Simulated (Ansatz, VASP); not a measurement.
Two plane-wave programs on InSb

INCAR

```
PREC = Accurate
ENCUT = 520
EDIFF = 1E-6
ISMEAR = -1
SIGMA = 0.15
LREAL = False
LASPH = True
NELM = 80
ALGO = Normal
ISIF = 2
LWAVE = False
LCHARG = False
GGA = PS
NBANDS = 16
```

File KPOINTS:

```
Automatic mesh
0
Gamma
  12 12 12
```

POSCAR

```
InSb
1.0
    0.0000000000      3.2380496898      3.2380496898
    3.2380496898      0.0000000000      3.2380496898
    3.2380496898      3.2380496898      0.0000000000
In Sb
1 1
Direct
    0.0000000000      0.0000000000      0.0000000000
    0.7500000000      0.7500000000      0.7500000000
```

Input for Ansatz:

```yaml
crystal:
  lattice:
    - [0.0, 3.2380496898, 3.2380496898]
    - [3.2380496898, 0.0, 3.2380496898]
    - [3.2380496898, 3.2380496898, 0.0]
  atoms:
    - { symbol: In, position: [0.0, 0.0, 0.0] }
    - { symbol: Sb, position: [0.75, 0.75, 0.75] }
basis:
  ecutwfc: 420
kpoints:
  mp_grid: { grid: [12, 12, 12] }
hamiltonian:
  xc: pbesol
scf:
  occupations: { method: fermi_dirac, width: 0.15 }
output:
  forces: true
  stress: true
  eigenvalues: true
```

Alike in both runs: task single point; functional PBEsol; k mesh 12 × 12 × 12; occupations fermi-dirac, width 0.15 eV; no spin polarisation.

|  | VASP | Ansatz |
| --- | --- | --- |
| version | VASP 6.6.1 | Ansatz 0.2.0 |
| potentials or method | VASP PAW PBE potentials, release 64 (In_d, Sb), cutoff 520 eV | scalar-relativistic, plane waves, PAW |
| valence electrons in the cell | 18 | 28 |

|  | VASP | Ansatz | Ansatz less VASP |
| --- | --- | --- | --- |
| gap on the k mesh at the Fermi level (eV) | none | none | - |
| pressure (GPa) | 0.9 | 0.9 | -0.02 |

VASP's potentials were made for PBE, not for PBEsol. A gap of «none» marks a metal or a gap that the smearing closes. With one functional, cell and mesh, what is left measures potentials, basis and numerics. VASP's potentials hold 18 valence electrons a cell and Ansatz's 28, so a difference there can come from the potentials and not from the codes.

Neither program's run includes spin-orbit coupling.
